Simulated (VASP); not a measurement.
# MgO (Fm-3m) in VASP: a series of runs

MgO is run at these levels: r2SCAN; tasks: single point, relaxation of cell and atoms.

All numbers are computed with VASP 6.6.1; they aren't measurements. Logs are shortened: lines on timing, memory, paths and dates and some standing lists are left out, and cuts for length are marked.

**Experimental background.**

From “Electronic structure of alkaline earth and post-transition metal oxides”, 2009, arxiv:0908.1581, for a bulk crystal of MgO: band gap 7.83 eV.

The runs below are set against these values where they give the same quantity.

### 1 The cell of the first run

It takes space group Fm-3m (No. 225, cubic). The conventional cell has a = 4.204 Å, b = 4.204 Å, c = 4.204 Å, α = 90.00°, β = 90.00°, γ = 90.00°. Within 2.8 Å of Mg (site symmetry m-3m) lie 6 O at 2.10 Å. O (site symmetry m-3m) has 6 Mg at 2.10 Å within 2.8 Å.

### 2 Single point, r2SCAN

POSCAR

```
MgO
1.0
    0.0000000000      2.1021680189      2.1021680189
    2.1021680189      0.0000000000      2.1021680189
    2.1021680189      2.1021680189      0.0000000000
Mg O
1 1
Direct
    0.0000000000      0.0000000000      0.0000000000
    0.5000000000      0.5000000000      0.5000000000
```

INCAR.step1

```
SYSTEM = MgO
ALGO = Normal
EDIFF = 1E-5
ENCUT = 920
GGA = PE
GGA_COMPAT = .FALSE.
ISMEAR = -1
LASPH = .TRUE.
LCHARG = .FALSE.
LREAL = .FALSE.
LWAVE = .TRUE.
NBANDS = 15
NELM = 120
PREC = Accurate
SIGMA = 0.02
```

INCAR.step2

```
SYSTEM = MgO
ALGO = Normal
EDIFF = 1E-6
ENCUT = 920
GGA_COMPAT = .FALSE.
ISIF = 2
ISMEAR = -1
ISTART = 1
LASPH = .TRUE.
LCHARG = .FALSE.
LMIXTAU = .TRUE.
LREAL = .FALSE.
LWAVE = .FALSE.
METAGGA = R2SCAN
NBANDS = 15
NELM = 120
PREC = Accurate
SIGMA = 0.02
```

KPOINTS

```
k-points
0
G
  10 10 10
  0 0 0
```

Potentials or basis: VASP PAW PBE potentials, release 64 (Mg_sv, O).

On the command line:

```
$ cat potpaw_PBE.64/Mg_sv/POTCAR potpaw_PBE.64/O/POTCAR > POTCAR
$ cp INCAR.step1 INCAR
$ mpirun -np 1 vasp_std > vasp.out
$ cp INCAR.step2 INCAR
$ mpirun -np 1 vasp_std > vasp.out
```

OUTCAR:

```text
SYSTEM = MgO
   EDIFF = 1E-6
   ENCUT = 920
   ISIF = 2
   ISMEAR = -1
   ISTART = 1
   LASPH = .TRUE.
   LREAL = .FALSE.
   METAGGA = R2SCAN
   NELM = 120
   PREC = Accurate

 ion  position               nearest neighbor table
   1  0.000  0.000  0.000-   2 2.10   2 2.10   2 2.10   2 2.10   2 2.10   2 2.10
   2  0.500  0.500  0.500-   1 2.10   1 2.10   1 2.10   1 2.10   1 2.10   1 2.10

  LATTYP: Found a face centered cubic cell.
 ALAT       =     4.2043360378

  Lattice vectors:

 A1 = (   0.0000000000,   2.1021680189,   2.1021680189)
 A2 = (   2.1021680189,   0.0000000000,   2.1021680189)
 A3 = (   2.1021680189,   2.1021680189,   0.0000000000)

Analysis of symmetry for initial positions (statically):
=====================================================================
 Subroutine PRICEL returns:
 Original cell was already a primitive cell.

 Routine SETGRP: Setting up the symmetry group for a
 face centered cubic supercell.

 Subroutine GETGRP returns: Found 48 space group operations
 (whereof 48 operations were pure point group operations)
 out of a pool of 48 trial point group operations.

The static configuration has the point symmetry O_h .

Analysis of symmetry for dynamics (positions and initial velocities):
=====================================================================
 Subroutine PRICEL returns:
 Original cell was already a primitive cell.

 Routine SETGRP: Setting up the symmetry group for a
 face centered cubic supercell.

 Subroutine GETGRP returns: Found 48 space group operations
 (whereof 48 operations were pure point group operations)
 out of a pool of 48 trial point group operations.

The dynamic configuration has the point symmetry O_h .

 Subroutine INISYM returns: Found 48 space group operations
 (whereof 48 operations are pure point group operations),
 and found     1 'primitive' translations

----------------------------------------------------------------------------------------

                                     Primitive cell

  volume of cell :      18.5794

  direct lattice vectors                    reciprocal lattice vectors
     0.000000000  2.102168019  2.102168019    -0.237849684  0.237849684  0.237849684
     2.102168019  0.000000000  2.102168019     0.237849684 -0.237849684  0.237849684
     2.102168019  2.102168019  0.000000000     0.237849684  0.237849684 -0.237849684

  length of vectors
     2.972914523  2.972914523  2.972914523     0.411967738  0.411967738  0.411967738

  position of ions in fractional coordinates (direct lattice)
     0.000000000  0.000000000  0.000000000
     0.500000000  0.500000000  0.500000000

  ion indices of the primitive-cell ions
   primitive index   ion index
                 1           1
                 2           2

----------------------------------------------------------------------------------------

 KPOINTS: k-points

Automatic generation of k-mesh.
 Grid dimensions read from file:
 generate k-points for:   10   10   10

 Generating k-lattice:

  Cartesian coordinates                     Fractional coordinates (reciprocal lattice)
    -0.023784968  0.023784968  0.023784968     0.100000000  0.000000000  0.000000000
     0.023784968 -0.023784968  0.023784968     0.000000000  0.100000000  0.000000000
     0.023784968  0.023784968 -0.023784968     0.000000000  0.000000000  0.100000000

  Length of vectors
     0.041196774  0.041196774  0.041196774

  Shift w.r.t. Gamma in fractional coordinates (k-lattice)
     0.000000000  0.000000000  0.000000000

 Subroutine IBZKPT returns following result:
 ===========================================

 Found     47 irreducible k-points:

 Following reciprocal coordinates:
            Coordinates               Weight
  0.000000  0.000000  0.000000      1.000000
  0.100000  0.000000  0.000000      8.000000
  0.200000  0.000000  0.000000      8.000000
  0.300000  0.000000  0.000000      8.000000
  0.400000  0.000000  0.000000      8.000000
  0.500000  0.000000  0.000000      4.000000
[... 16 lines left out ...]
  0.300000  0.300000  0.000000      6.000000
  0.400000  0.300000  0.000000     24.000000
 [... further k-points ...]
   k-points           NKPTS =     47   k-points in BZ     NKDIM =     47   number of bands    NBANDS=     15
   number of dos      NEDOS =    301   number of ions     NIONS =      2
   total plane-waves  NPLWV =  27000
   dimension x,y,z NGX =    30 NGY =   30 NGZ =   30
   dimension x,y,z NGXF=    60 NGYF=   60 NGZF=   60
   ions per type =               1   1
   NGX,Y,Z   is equivalent  to a cutoff of  16.78, 16.78, 16.78 a.u.
   NGXF,Y,Z  is equivalent  to a cutoff of  33.55, 33.55, 33.55 a.u.
 SYSTEM =  MgO
   PREC   = accura    normal or accurate (medium, high low for compatibility)
   ISTART =      1    job   : 0-new  1-cont  2-samecut
   ICHARG =      0    charge: 1-file 2-atom 10-const
   ISPIN  =      1    spin polarized calculation?
   LNONCOLLINEAR =      F non collinear calculations
   LSORBIT =      F    spin-orbit coupling
   LASPH  =      T    aspherical Exc in radial PAW
   ENCUT  =  920.0 eV  67.62 Ry    8.22 a.u.   7.35  7.35  7.35*2*pi/ulx,y,z
   NELM   =    120;   NELMIN=  2; NELMDL=  0     # of ELM steps
   EDIFF  = 0.1E-05   stopping-criterion for ELM
   LREAL  =      F    real-space projection
   EDIFFG = 0.1E-04   stopping-criterion for IOM
   NSW    =      0    number of steps for IOM
   IBRION =     -1    ionic relax: 0-MD 1-quasi-New 2-CG
   NFREE  =      0    steps in history (QN), initial steepest desc. (CG)
   ISIF   =      2    stress and relaxation
   ISYM   =      2    0-nonsym 1-usesym 2-fastsym
   POTIM  = 0.5000    time-step for ionic-motion
   TEBEG  =    0.0;   TEEND  =   0.0 temperature during run
   PSTRESS=    0.0 pullay stress
   NELECT =      16.0000    total number of electrons
   NUPDOWN=      -1.0000    fix difference up-down
   EMIN   =  10.00;   EMAX   =-10.00  energy-range for DOS
   EFERMI =   0.00;   METHOD = LEGACY
   ISMEAR =    -1;   SIGMA  =   0.02  broadening in eV -4-tet -1-fermi 0-gaus
   EFERMI_NEDOS =   21; number of points for ismear=-14 and -15
   IALGO  =     38    algorithm
   IMIX   =      4    mixing-type and parameters
     AMIX     =   0.40;   BMIX     =  1.00
     AMIX_MAG =   1.60;   BMIX_MAG =  1.00
  volume/ion in A,a.u.               =       9.29        62.69
  Fermi-wavevector in a.u.,A,eV,Ry     =   1.557534  2.943312 33.006518  2.425911
  Thomas-Fermi vector in A             =   2.661170
   LORBIT       =      0    0 simple, 1 ext, 2 COOP (PROOUT), +10 PAW based schemes
   METAGGA = R2SCAN    functional components
   LHFCALC =     F    Hartree Fock is set to
   AEXX    =    0.0000 exact exchange contribution
   IVDW    =     0    specifies the selected vdW correction
   LEPSILON=     F    determine dielectric tensor
   LRPA    =     F    only Hartree local field effects (RPA)
 non-spin polarized calculation
  energy-cutoff  :      920.00
  volume of cell :       18.58
 maximum number of plane-waves:      1243
 NGX is ok and might be reduce to    30
   NGX = 15   NGY = 15   NGZ = 15

 number of electron      15.9999999 magnetization

 Free energy of the ion-electron system (eV)
  ---------------------------------------------------
  ext. energy  EPLUGINS =         0.00000000
  ---------------------------------------------------
  free energy    TOTEN  =       -16.15467769 eV

  energy without entropy =      -16.15467769  energy(sigma->0) =      -16.15467769

 E-fermi :   3.1667     XC(G=0): -12.0718

 val. band max:        2.5441816908   @ k =   0.0000   0.0000   0.0000
 cond. band min:       8.2453808356   @ k =   0.0000   0.0000   0.0000
 fundamental gap:      5.7011991447
 Fermi energy:         3.1667029317

 k-point     1 :       0.0000    0.0000    0.0000
  band No.  band energies     occupation
      1     -72.4067      2.00000
      2     -37.4925      2.00000
      3     -37.4925      2.00000
      4     -37.4925      2.00000
      5     -15.6710      2.00000
      6       2.5442      2.00000
      7       2.5442      2.00000
      8       2.5442      2.00000
      9       8.2454      0.00000
     10      19.4390      0.00000
     11      19.4390      0.00000
     12      19.4390      0.00000
     13      23.5609      0.00000
     14      25.3989      0.00000
     15      25.3989      0.00000

 k-point     2 :       0.1000    0.0000    0.0000
  band No.  band energies     occupation
      1     -72.4058      2.00000
      2     -37.5010      2.00000
      3     -37.4933      2.00000
      4     -37.4933      2.00000
      5     -15.5632      2.00000
      6       1.9173      2.00000
      7       2.4740      2.00000
      8       2.4740      2.00000
      9       8.8579      0.00000
     10      18.1894      0.00000
     11      19.6951      0.00000
     12      19.6951      0.00000
     13      24.7149      0.00000
     14      24.7149      0.00000
     15      25.2818      0.00000

 k-point     3 :       0.2000    0.0000    0.0000
  band No.  band energies     occupation
      1     -72.4035      2.00000
      2     -37.5229      2.00000
      3     -37.4954      2.00000
      4     -37.4954      2.00000
      5     -15.2681      2.00000
      6       0.6004      2.00000
      7       2.2959      2.00000
      8       2.2959      2.00000
      9      10.0689      0.00000
     10      16.6797      0.00000
     11      20.2289      0.00000
     12      20.2289      0.00000
     13      24.0274      0.00000
     14      24.0274      0.00000
     15      26.4819      0.00000
[... 343 lines left out ...]
 k-point    23 :       0.3000    0.3000    0.0000
  band No.  band energies     occupation
      1     -72.3992      2.00000
      2     -37.5422      2.00000
      3     -37.5111      2.00000
      4     -37.5111      2.00000
      5     -14.6886      2.00000
      6      -0.6031      2.00000
      7       1.5907      2.00000
      8       1.5907      2.00000
      9      12.4846      0.00000
     10      13.9465      0.00000
     11      18.3108      0.00000
     12      21.8748      0.00000
     13      21.8748      0.00000
     14      28.1566      0.00000
     15      31.7207      0.00000

 k-point    24 :       0.4000    0.3000    0.0000
  band No.  band energies     occupation
      1     -72.3976      2.00000
      2     -37.5527      2.00000
      3     -37.5166      2.00000
      4     -37.5142      2.00000
      5     -14.4506      2.00000
      6      -1.0345      2.00000
      7       1.2253      2.00000
      8       1.4392      2.00000
      9      13.2203      0.00000
     10      13.7302      0.00000
     11      17.4532      0.00000
     12      22.1691      0.00000
     13      22.3878      0.00000
     14      28.9624      0.00000
     15      31.2194      0.00000

 [... further k-points ...]

------------------------ aborting loop because EDIFF is reached ----------------------------------------

  FORCE on cell =-STRESS in cart. coord.  units (eV):
  Direction    XX          YY          ZZ          XY          YZ          ZX
  --------------------------------------------------------------------------------------
  -------------------------------------------------------------------------------------
  Total        0.0578329      0.0578329      0.0578329      0.0000000     -0.0000000      0.0000000
  in kB        4.9871585      4.9871585      4.9871585      0.0000000     -0.0000000      0.0000000
  external PRESSURE =       4.9871585 kB  Pullay stress =       0.0000000 kB

 VOLUME and BASIS-vectors are now :
 -----------------------------------------------------------------------------
  energy-cutoff  :      920.00
  volume of cell :       18.58
      direct lattice vectors                 reciprocal lattice vectors
     0.000000000  2.102168019  2.102168019    -0.237849684  0.237849684  0.237849684
     2.102168019  0.000000000  2.102168019     0.237849684 -0.237849684  0.237849684
     2.102168019  2.102168019  0.000000000     0.237849684  0.237849684 -0.237849684

 POSITION                                       TOTAL-FORCE (eV/Angst)
 -----------------------------------------------------------------------------------
      0.00000      0.00000      0.00000        -0.000000      0.000000     -0.000000
      2.10217      2.10217      2.10217         0.000000     -0.000000      0.000000
 -----------------------------------------------------------------------------------
    total drift:                                0.000000      0.000000      0.000000

  FREE ENERGIE OF THE ION-ELECTRON SYSTEM (eV)
  ---------------------------------------------------
  free  energy   TOTEN  =       -16.1546776909 eV

  energy  without entropy=      -16.1546776909  energy(sigma->0) =      -16.15467769
```

Run time: 85 s. Hardware: 1 thread of Intel Xeon Platinum 8488C (Sapphire Rapids), shared host; peak memory 0.18 GiB.

Results:

- Free energy: -16.1547 eV
- Pressure: 0.5 GPa
- Band gap on the k mesh: 5.70 eV

Levels at points of the mesh, in eV from the valence-band top:
```tsv
k point	band 5	band 6	band 7	band 8	band 9	band 10	band 11	band 12
(0.00, 0.00, 0.00)	-18.22	0.00	0.00	0.00	5.70	16.89	16.89	16.89
(0.50, 0.00, 0.00)	-16.92	-4.62	-0.68	-0.68	8.87	13.91	17.57	17.57
(0.50, 0.50, 0.00)	-16.71	-4.09	-1.37	-1.37	10.05	11.22	14.38	20.55
```

Caveat: the PAW data sets were made with another functional, which shifts forces and pressure a little.

(Continued in part 2 of 2.)
